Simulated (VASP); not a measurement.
Write the native input for VASP 6.6.1 that does the following.

- Task: single point
- Functional: PBE
- Potentials or basis: VASP PAW PBE potentials, release 64 (Zn, S)
- Cutoff: 520 eV
- k mesh: 6 × 6 × 1
- Occupations: gaussian, width 0.1 eV
- Spin: no spin polarisation
- Dipole correction: no
- Further INCAR settings: LREAL = Auto; ALGO = Normal; EDIFF = 1e-06; NBANDS = 106

The structure of ZnS lies in POSCAR:

```
ZnS
1.0
    3.8084693290      0.0000000000      0.0000000000
   -1.9042346645      3.2982311884      0.0000000000
    0.0000000000      0.0000000000     31.1363454900
Zn S
10 10
Direct
    0.0000000000      0.0000000000      0.5999836700
    0.6666666700      0.3333333300      0.2000780300
    0.6666666700      0.3333333300      0.8000149300
    0.3333333300      0.6666666700      0.6999305100
    0.0000000000      0.0000000000      0.3000227700
    0.0000000000      0.0000000000      0.0000136000
    0.3333333300      0.6666666700      0.9000480700
    0.6666666700      0.3333333300      0.5000402200
    0.3333333300      0.6666666700      0.1000893400
    0.3333333300      0.6666666700      0.4000062600
    0.0000000000      0.0000000000      0.0750664400
    0.0000000000      0.0000000000      0.6749316100
    0.3333333300      0.6666666700      0.9749092400
    0.3333333300      0.6666666700      0.4749772100
    0.6666666700      0.3333333300      0.5749715200
    0.3333333300      0.6666666700      0.7748568300
    0.6666666700      0.3333333300      0.2750108100
    0.3333333300      0.6666666700      0.1750283000
    0.0000000000      0.0000000000      0.3749820300
    0.6666666700      0.3333333300      0.8750375800
```

These files were run (other wordings do the same):

INCAR

```
PREC = Accurate
ENCUT = 520
EDIFF = 1E-6
ISMEAR = 0
SIGMA = 0.1
LREAL = Auto
LASPH = T
NELM = 100
ALGO = Normal
ISIF = 2
LWAVE = F
LCHARG = F
GGA = PE
NBANDS = 106
```

KPOINTS

```
Automatic mesh
0
Gamma
  6 6 1
```

Potentials or basis: VASP PAW PBE potentials, release 64 (Zn, S).

Launch:

```console
$ cat potpaw_PBE.64/Zn/POTCAR potpaw_PBE.64/S/POTCAR > POTCAR
$ mpirun -np 1 vasp_std > vasp.out
```

Results of the run:

```yaml
Pressure: 2.4 GPa
Largest_force: 0.009 eV/Å
Band_gap_on_the_k_mesh: 2.16 eV
```

Run time: 11 min on 1 thread of Intel(R) Xeon(R) Platinum 8488C (Sapphire Rapids), with other jobs on the host, peak memory 0.53 GiB.
